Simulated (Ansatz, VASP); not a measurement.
# BaMgSbF: VASP beside Ansatz

```
Ba Sb Mg F
1.0
     4.61335    0.00000    0.00000
     0.00000    4.61335    0.00000
     0.00000    0.00000    9.96366
Ba Sb Mg F
2 2 2 2
Cartesian
  2.3067 0.0000 1.3988
  0.0000 2.3067 8.5649
  2.3067 0.0000 6.7357
  0.0000 2.3067 3.2279
  2.3067 2.3067 4.9818
  0.0000 0.0000 4.9818
  2.3067 2.3067 0.0000
  0.0000 0.0000 0.0000
```

Alike in both runs: functional PBE; k mesh 6 × 6 × 4; occupations gaussian, width 0.02 eV; no spin polarisation.

Ansatz relaxed the structure, and its values are those at the end. VASP's run is a single point on that final structure, the one shown.

```csv
,VASP,Ansatz
version,VASP 6.6.1,Ansatz 0.2.0
potentials or method,"VASP PAW PBE potentials, release 64 (Ba_sv, Sb, Mg, F), cutoff 520 eV","scalar-relativistic, plane waves, PAW"
valence electrons in the cell,48,84
```

```tsv
	VASP	Ansatz	Ansatz less VASP
gap on the k mesh at the Fermi level (eV)	1.22	1.24	+0.025
least direct gap on the mesh (eV)	1.22	1.24	+0.025
pressure (GPa)	0.4	0.0	-0.43
rms of the force components (eV/Å)	0.030	0.001	-0.0289
```

VASP's potentials hold 48 valence electrons a cell and Ansatz's 84, so a difference there can come from the potentials and not from the codes.

Neither program's run includes spin-orbit coupling.
